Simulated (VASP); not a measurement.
# TmSb2Cl2 (P4/mmm) in VASP: notebook

TmSb2Cl2 is run at these levels: PBE; tasks: relaxation of cell and atoms, single point.

Program: VASP 6.6.1. These are calculated values, not measurements. Logs are shortened: lines on timing, memory, paths and dates and some standing lists are left out, and cuts for length are marked.

## Step 1: The cell of the first run

It takes space group P4/mmm (No. 123, tetragonal). Conventional cell: a = 4.983 Å, b = 4.983 Å, c = 5.770 Å, α = 90.00°, β = 90.00°, γ = 90.00°. Within 5.0 Å of Tm (site symmetry 4/mmm) lie 8 Cl at 3.78 Å and 8 Sb at 3.81 Å and 4 Tm at 4.98 Å. Sb (site symmetry mmm) has 4 Cl at 2.91 Å and 4 Sb at 3.52 Å and 4 Tm at 3.81 Å within 3.9 Å. Cl (site symmetry 4mm) has 2 Cl at 2.76 to 3.01 Å and 4 Sb at 2.91 Å within 3.6 Å.

The cell was generated, and may not be a known phase.

## Step 2: Relaxation of cell and atoms, PBE

The input, INCAR:

```
PREC = Accurate ; ENCUT = 500
EDIFF = 1E-7 ; ISMEAR = 0
SIGMA = 0.1 ; LREAL = F
LASPH = T ; NELM = 200
ALGO = Normal ; ISIF = 3
LWAVE = F ; LCHARG = F
GGA = PE ; IBRION = 2
NSW = 100 ; EDIFFG = -0.01
GGA_COMPAT = F ; NELMIN = 4
LMAXMIX = 6
```

The input, KPOINTS:

```
Automatic mesh
0
Gamma
  8 8 8
```

The input, POSCAR:

```
TmSb2Cl2
1.0
    4.9828054260      0.0000000000      0.0000000000
    0.0000000000      4.9828054260      0.0000000000
    0.0000000000      0.0000000000      5.7698296070
Tm Sb Cl
1 2 2
Direct
    0.0000000000      0.0000000000      0.0000000000
    0.0000000000      0.5000000000      0.5000000000
    0.5000000000      0.0000000000      0.5000000000
    0.5000000000      0.5000000000      0.2388501856
    0.5000000000      0.5000000000      0.7611498144
```

Potentials or basis: VASP PAW PBE potentials, release 64 (Tm_3, Sb, Cl), 4f in core.

Command:

```bash
> cat potpaw_PBE.64/Tm_3/POTCAR potpaw_PBE.64/Sb/POTCAR potpaw_PBE.64/Cl/POTCAR > POTCAR
> mpirun -np 1 vasp_std > vasp.out
```

OUTCAR:

```text
PREC = Accurate
   ENCUT = 500
   EDIFF = 1E-7
   ISMEAR = 0
   LREAL = F
   LASPH = T
   NELM = 200
   ISIF = 3
   GGA = PE
   IBRION = 2
   NSW = 100
   EDIFFG = -0.01
   NELMIN = 4

 ion  position               nearest neighbor table
   1  0.000  0.000  0.000-
   2  0.000  0.500  0.500-   4 2.91   5 2.91   4 2.91   5 2.91   3 3.52   3 3.52   3 3.52   3 3.52

   3  0.500  0.000  0.500-   4 2.91   5 2.91   4 2.91   5 2.91   2 3.52   2 3.52   2 3.52   2 3.52

   4  0.500  0.500  0.239-   2 2.91   3 2.91   3 2.91   2 2.91
   5  0.500  0.500  0.761-   2 2.91   3 2.91   3 2.91   2 2.91

  LATTYP: Found a simple tetragonal cell.
 ALAT       =     4.9828054260
 C/A-ratio  =     1.1579480059

  Lattice vectors:

 A1 = (   4.9828054260,   0.0000000000,   0.0000000000)
 A2 = (   0.0000000000,   4.9828054260,   0.0000000000)
 A3 = (   0.0000000000,   0.0000000000,   5.7698296070)

Analysis of symmetry for initial positions (statically):
=====================================================================
 Subroutine PRICEL returns:
 Original cell was already a primitive cell.

 Routine SETGRP: Setting up the symmetry group for a
 simple tetragonal supercell.

 Subroutine GETGRP returns: Found 16 space group operations
 (whereof 16 operations were pure point group operations)
 out of a pool of 16 trial point group operations.

The static configuration has the point symmetry D_4h.

Analysis of symmetry for dynamics (positions and initial velocities):
=====================================================================
 Subroutine PRICEL returns:
 Original cell was already a primitive cell.

 Routine SETGRP: Setting up the symmetry group for a
 simple tetragonal supercell.

 Subroutine GETGRP returns: Found 16 space group operations
 (whereof 16 operations were pure point group operations)
 out of a pool of 16 trial point group operations.

The dynamic configuration has the point symmetry D_4h.

 Subroutine INISYM returns: Found 16 space group operations
 (whereof 16 operations are pure point group operations),
 and found     1 'primitive' translations

----------------------------------------------------------------------------------------

                                     Primitive cell

  volume of cell :     143.2553

  direct lattice vectors                    reciprocal lattice vectors
     4.982805426  0.000000000  0.000000000     0.200690156  0.000000000  0.000000000
     0.000000000  4.982805426  0.000000000     0.000000000  0.200690156  0.000000000
     0.000000000  0.000000000  5.769829607     0.000000000  0.000000000  0.173315343

  length of vectors
     4.982805426  4.982805426  5.769829607     0.200690156  0.200690156  0.173315343

  position of ions in fractional coordinates (direct lattice)
     0.000000000  0.000000000  0.000000000
     0.000000000  0.500000000  0.500000000
     0.500000000  0.000000000  0.500000000
     0.500000000  0.500000000  0.238850186
     0.500000000  0.500000000  0.761149814

  ion indices of the primitive-cell ions
   primitive index   ion index
                 1           1
                 2           2
                 3           3
                 4           4
                 5           5

----------------------------------------------------------------------------------------

 KPOINTS: Automatic mesh

Automatic generation of k-mesh.
 Grid dimensions read from file:
 generate k-points for:    8    8    8

 Generating k-lattice:

  Cartesian coordinates                     Fractional coordinates (reciprocal lattice)
     0.025086270  0.000000000  0.000000000     0.125000000  0.000000000  0.000000000
     0.000000000  0.025086270  0.000000000     0.000000000  0.125000000  0.000000000
     0.000000000  0.000000000  0.021664418     0.000000000  0.000000000  0.125000000

  Length of vectors
     0.025086270  0.025086270  0.021664418

  Shift w.r.t. Gamma in fractional coordinates (k-lattice)
     0.000000000  0.000000000  0.000000000

 Subroutine IBZKPT returns following result:
 ===========================================

 Found     75 irreducible k-points:

 Following reciprocal coordinates:
            Coordinates               Weight
  0.000000  0.000000  0.000000      1.000000
  0.125000  0.000000  0.000000      4.000000
  0.250000  0.000000  0.000000      4.000000
  0.375000  0.000000  0.000000      4.000000
  0.500000  0.000000  0.000000      2.000000
  0.125000  0.125000  0.000000      4.000000
[... 16 lines left out ...]
  0.375000  0.125000  0.125000     16.000000
  0.500000  0.125000  0.125000      8.000000
 [... further k-points ...]
   k-points           NKPTS =     75   k-points in BZ     NKDIM =     75   number of bands    NBANDS=     20
   number of dos      NEDOS =    301   number of ions     NIONS =      5
   total plane-waves  NPLWV =  54432
   dimension x,y,z NGX =    36 NGY =   36 NGZ =   42
   dimension x,y,z NGXF=    72 NGYF=   72 NGZF=   84
   ions per type =               1   2   2
   NGX,Y,Z   is equivalent  to a cutoff of  12.01, 12.01, 12.10 a.u.
   NGXF,Y,Z  is equivalent  to a cutoff of  24.02, 24.02, 24.20 a.u.
 SYSTEM =  unknown system
   PREC   = accura    normal or accurate (medium, high low for compatibility)
   ISTART =      0    job   : 0-new  1-cont  2-samecut
   ICHARG =      2    charge: 1-file 2-atom 10-const
   ISPIN  =      1    spin polarized calculation?
   LNONCOLLINEAR =      F non collinear calculations
   LSORBIT =      F    spin-orbit coupling
   LASPH  =      T    aspherical Exc in radial PAW
   ENCUT  =  500.0 eV  36.75 Ry    6.06 a.u.   9.08  9.08 10.52*2*pi/ulx,y,z
   NELM   =    200;   NELMIN=  4; NELMDL= -5     # of ELM steps
   EDIFF  = 0.1E-06   stopping-criterion for ELM
   LREAL  =      F    real-space projection
   EDIFFG = -.1E-01   stopping-criterion for IOM
   NSW    =    100    number of steps for IOM
   IBRION =      2    ionic relax: 0-MD 1-quasi-New 2-CG
   NFREE  =      1    steps in history (QN), initial steepest desc. (CG)
   ISIF   =      3    stress and relaxation
   ISYM   =      2    0-nonsym 1-usesym 2-fastsym
   POTIM  = 0.5000    time-step for ionic-motion
   TEBEG  =    0.0;   TEEND  =   0.0 temperature during run
   PSTRESS=    0.0 pullay stress
   NELECT =      33.0000    total number of electrons
   NUPDOWN=      -1.0000    fix difference up-down
   EMIN   =  10.00;   EMAX   =-10.00  energy-range for DOS
   EFERMI =   0.00;   METHOD = LEGACY
   ISMEAR =     0;   SIGMA  =   0.10  broadening in eV -4-tet -1-fermi 0-gaus
   EFERMI_NEDOS =   21; number of points for ismear=-14 and -15
   IALGO  =     38    algorithm
   IMIX   =      4    mixing-type and parameters
     AMIX     =   0.40;   BMIX     =  1.00
     AMIX_MAG =   1.60;   BMIX_MAG =  1.00
  volume/ion in A,a.u.               =      28.65       193.35
  Fermi-wavevector in a.u.,A,eV,Ry     =   1.003558  1.896450 13.702821  1.007129
  Thomas-Fermi vector in A             =   2.136118
   LORBIT       =      0    0 simple, 1 ext, 2 COOP (PROOUT), +10 PAW based schemes
   GGA     = PE    functional components
   LHFCALC =     F    Hartree Fock is set to
   AEXX    =    0.0000 exact exchange contribution
   IVDW    =     0    specifies the selected vdW correction
   LEPSILON=     F    determine dielectric tensor
   LRPA    =     F    only Hartree local field effects (RPA)
 conjugate gradient relaxation of ions
 non-spin polarized calculation
 Gauss-broadening in eV      SIGMA  =   0.10
  energy-cutoff  :      500.00
  volume of cell :      143.26
 maximum number of plane-waves:      3677
   NGX = 19   NGY = 19   NGZ = 21

--------------------------------------- Ionic step        1  -------------------------------------------

 number of electron      33.0000000 magnetization

 Free energy of the ion-electron system (eV)
  ---------------------------------------------------
  ext. energy  EPLUGINS =         0.00000000
  ---------------------------------------------------
  free energy    TOTEN  =       -15.72639605 eV

  energy without entropy =      -15.71585931  energy(sigma->0) =      -15.72112768

------------------------ aborting loop because EDIFF is reached ----------------------------------------

  FORCE on cell =-STRESS in cart. coord.  units (eV):
  Direction    XX          YY          ZZ          XY          YZ          ZX
  --------------------------------------------------------------------------------------
  -------------------------------------------------------------------------------------
  Total       -0.1153571     -0.1153571     -0.0615694      0.0000000     -0.0000000     -0.0000000
  in kB       -1.2901613     -1.2901613     -0.6885958      0.0000000     -0.0000000     -0.0000000
  external PRESSURE =      -1.0896395 kB  Pullay stress =       0.0000000 kB

 VOLUME and BASIS-vectors are now :
 -----------------------------------------------------------------------------
  energy-cutoff  :      500.00
  volume of cell :      143.26
      direct lattice vectors                 reciprocal lattice vectors
     4.982805426  0.000000000  0.000000000     0.200690156  0.000000000  0.000000000
     0.000000000  4.982805426  0.000000000     0.000000000  0.200690156  0.000000000
     0.000000000  0.000000000  5.769829607     0.000000000  0.000000000  0.173315343

 POSITION                                       TOTAL-FORCE (eV/Angst)
 -----------------------------------------------------------------------------------
      0.00000      0.00000      0.00000         0.000000      0.000000      0.000000
      0.00000      2.49140      2.88491         0.000000      0.000000      0.000000
      2.49140      0.00000      2.88491         0.000000      0.000000      0.000000
      2.49140      2.49140      1.37812        -0.000000     -0.000000      0.023121
      2.49140      2.49140      4.39170         0.000000      0.000000     -0.023121
 -----------------------------------------------------------------------------------
    total drift:                                0.000000      0.000000      0.000000

  FREE ENERGIE OF THE ION-ELECTRON SYSTEM (eV)
  ---------------------------------------------------
  free  energy   TOTEN  =       -15.7263960497 eV

  energy  without entropy=      -15.7158593073  energy(sigma->0) =      -15.72112768

--------------------------------------- Ionic step        2  -------------------------------------------

 number of electron      33.0000001 magnetization

 Free energy of the ion-electron system (eV)
  ---------------------------------------------------
  ext. energy  EPLUGINS =         0.00000000
  ---------------------------------------------------
  free energy    TOTEN  =       -15.72655431 eV

  energy without entropy =      -15.71602227  energy(sigma->0) =      -15.72128829

 E-fermi :   5.1568     XC(G=0):  -9.2933

 val. band max:        5.1327223470   @ k =   0.3750   0.3750   0.1250
 cond. band min:       5.1580465725   @ k =   0.5000   0.0000   0.0000
 fundamental gap:      0.0253242256
 Fermi energy:         5.1567714677

 k-point     1 :       0.0000    0.0000    0.0000
  band No.  band energies     occupation
      1     -22.5124      2.00000
      2     -22.5124      2.00000
      3     -22.4295      2.00000
      4     -11.8444      2.00000
      5     -10.5346      2.00000
      6      -4.8740      2.00000
[... 12 lines left out ...]
     19       5.7122      0.00000
     20       6.1636      0.00000

 k-point     2 :       0.1250    0.0000    0.0000
  band No.  band energies     occupation
      1     -22.5130      2.00000
      2     -22.5123      2.00000
      3     -22.4295      2.00000
      4     -11.8322      2.00000
      5     -10.5297      2.00000
      6      -4.8729      2.00000
[... 498 lines left out ...]
 k-point    24 :       0.5000    0.1250    0.1250
  band No.  band energies     occupation
      1     -22.5163      2.00000
      2     -22.5126      2.00000
      3     -22.4291      2.00000
      4     -11.7109      2.00000
      5     -10.5569      2.00000
      6      -4.8686      2.00000
[... 12 lines left out ...]
     19       5.8737      0.00000
     20       6.1113      0.00000

 [... further k-points ...]

------------------------ aborting loop because EDIFF is reached ----------------------------------------

  FORCE on cell =-STRESS in cart. coord.  units (eV):
  Direction    XX          YY          ZZ          XY          YZ          ZX
  --------------------------------------------------------------------------------------
  -------------------------------------------------------------------------------------
  Total        0.0088898      0.0088898      0.0211309      0.0000000      0.0000000      0.0000000
  in kB        0.0997049      0.0997049      0.2369973      0.0000000      0.0000000      0.0000000
  external PRESSURE =       0.1454690 kB  Pullay stress =       0.0000000 kB

 VOLUME and BASIS-vectors are now :
 -----------------------------------------------------------------------------
  energy-cutoff  :      500.00
  volume of cell :      142.85
      direct lattice vectors                 reciprocal lattice vectors
     4.977259432  0.000000000 -0.000000000     0.200913779 -0.000000000 -0.000000000
     0.000000000  4.977259432 -0.000000000     0.000000000  0.200913779  0.000000000
     0.000000000 -0.000000000  5.766402017     0.000000000  0.000000000  0.173418363

 POSITION                                       TOTAL-FORCE (eV/Angst)
 -----------------------------------------------------------------------------------
      0.00000     -0.00000      0.00000        -0.000000      0.000000      0.000000
      0.00000      2.48863      2.88320        -0.000000      0.000000      0.000000
      2.48863     -0.00000      2.88320        -0.000000      0.000000      0.000000
      2.48863      2.48863      1.37842        -0.000000      0.000000     -0.001489
      2.48863      2.48863      4.38798         0.000000     -0.000000      0.001489
 -----------------------------------------------------------------------------------
    total drift:                                0.000000      0.000000      0.000000

  FREE ENERGIE OF THE ION-ELECTRON SYSTEM (eV)
  ---------------------------------------------------
  free  energy   TOTEN  =       -15.7265543144 eV

  energy  without entropy=      -15.7160222717  energy(sigma->0) =      -15.72128829

 reached required accuracy - stopping structural energy minimisation
```

Run time: 2.2 min. Hardware: 1 thread of Intel Xeon 6975P-C (Granite Rapids), shared host; peak memory 0.38 GiB.

Results:

```
Free energy                           : -15.7266 eV
Relaxed volume                        : 28.57 Å³/atom
Relaxed cell                          : a = 4.977 Å, b = 4.977 Å, c = 5.766 Å, α = 90.00°, β = 90.00°, γ = 90.00°
Space group after relaxing (to 0.1 Å) : P4/mmm (No. 123)
Energy gained by relaxing             : 0.0 meV/atom
Ionic steps                           : 2
Pressure after relaxing               : 0.0 GPa
Band gap on the k mesh                : zero (an odd number of electrons rules out a gap without spin polarisation)
```

Step by step:
```tsv
step	energy change (eV)	largest force (eV/Å)	pressure (GPa)	volume (Å³)
1	0.0000	0.0231	-0.11	143.26
2	-0.0002	0.0015	0.01	142.85
```

Final structure:
```
CELL_PARAMETERS angstrom
4.97726 0.00000 0.00000
0.00000 4.97726 0.00000
0.00000 0.00000 5.76640
ATOMIC_POSITIONS crystal
Tm 0.00000 0.00000 0.00000
Sb 0.00000 0.50000 0.50000
Sb 0.50000 0.00000 0.50000
Cl 0.50000 0.50000 0.23904
Cl 0.50000 0.50000 0.76096
```

Levels at points of the mesh, in eV from the Fermi level:
```tsv
k point	band 15	band 16	band 17	band 18	band 19	band 20
(0.00, 0.00, 0.00)	-0.85	-0.85	-0.35	-0.27	0.56	1.01
(0.50, 0.00, 0.00)	-1.35	-1.35	0.00	0.70	0.77	0.81
(0.50, 0.50, 0.00)	-0.38	0.28	0.28	1.23	1.52	1.91
(0.00, 0.00, 0.50)	-1.64	-0.87	-0.87	1.19	1.42	1.69
(0.50, 0.00, 0.50)	-1.63	-1.15	-0.59	0.87	0.89	1.46
(0.50, 0.50, 0.50)	-0.81	0.71	0.71	0.73	1.32	1.48
```

Caveat: spin-orbit coupling is left out, which moves the levels of the heavy elements; the 4f electrons are frozen in the core, so they carry no moment and show no levels; an odd number of electrons without spin polarisation forces a metal; a magnetic or distorted state may lie lower; the run has no spin polarisation, though such a crystal can be magnetic.

(Continued in part 2 of 2.)

The gap in the log of VASP goes by the Fermi energy; the results here count the filled bands.